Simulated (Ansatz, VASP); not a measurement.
## One calculation of As, two programs

```
As
1.0
     3.00317    0.00000    0.00000
    -1.50158    2.60082    0.00000
     0.00000    0.00000    4.86513
As
2
Direct
  0.33333 0.66667 0.25000
  0.66667 0.33333 0.75000
```

Change from the starting cell: shortest bond scaled by 1, crystal datasets.

Alike in both runs: task electric field gradients; functional LDA; k mesh 11 × 11 × 6; occupations fermi-dirac, width 0.05 eV; no spin polarisation.

|  | VASP | Ansatz |
| --- | --- | --- |
| version | VASP 6.6.1 | Ansatz 0.2.0 |
| potentials or method | VASP PAW LDA potentials, release 64 (As), cutoff 520 eV | all-electron PAW with datasets made for the crystal, scalar-relativistic |

|  | VASP | Ansatz | Ansatz less VASP |
| --- | --- | --- | --- |
| pressure (GPa) | -4.2 | -4.4 | -0.17 |
| traceless stress, the component that is largest in VASP (GPa) | 1.12 | 1.10 | -0.019 |
| size of Vzz on the site where it differs most (V/Å²) | 3.2 | 3.7 | +0.56 |

LDA's correlation is that of Perdew and Zunger in VASP and of Perdew and Wang (1992) in Ansatz. Ansatz ran all-electron here, and VASP with PAW potentials. Ansatz's warnings: printed levels off.
